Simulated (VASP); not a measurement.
Here is a VASP 6.6.1 calculation.

The input INCAR:

```
PREC     = Accurate       # precision mode
ENCUT    = 520            # plane-wave cutoff, eV
EDIFF    = 1E-6           # SCF threshold, eV
ISMEAR   = 0              # smearing method
SIGMA    = 0.05           # smearing width, eV
LREAL    = F              # projectors in reciprocal space
LASPH    = T              # aspherical terms in the spheres
NELM     = 100            # most SCF steps
ALGO     = Normal         # electronic algorithm
ISIF     = 2              # what is computed and relaxed
LWAVE    = F              # write WAVECAR
LCHARG   = F              # write CHGCAR
GGA      = PS             # functional
NBANDS   = 11             # bands
```

The input KPOINTS:

```
regular mesh
0
Gamma
  12 12 12
```

File POSCAR:

```
BN
1.0
    0.0000000000      3.4953158300      2.1660912400
    1.2516321000      0.0000000000      2.1660912400
    1.2516321000      3.4953158300      0.0000000000
B N
1 1
Direct
    0.0132302493     -0.0592990563      0.9463094996
    0.6666513400      0.6666513400      0.3333486600
```

Potentials or basis: VASP PAW PBE potentials, release 64 (B, N).

The run is started by

```sh
$ cat potpaw_PBE.64/B/POTCAR potpaw_PBE.64/N/POTCAR > POTCAR
$ mpirun -np 1 vasp_std > vasp.out
```

Question: Predict the band gap on the k mesh.

Answer: 2.34 eV (least direct gap 3.67 eV).

Question: What does it give for the largest force?

Answer: 5.417 eV/Å.

Stress tensor (GPa, compression positive):
```
  3.35  -4.67 -12.11
 -4.67  -2.07  -3.93
-12.11  -3.93  23.12
```

Caveat: the cell differs from its parent crystal (atom 1 (B) moved by (-0.200, -0.100) A along [1 1 0] and z); the cell stands under pressure; the PAW data sets were made with another functional, which shifts forces and pressure a little. A k mesh can miss the band edges.
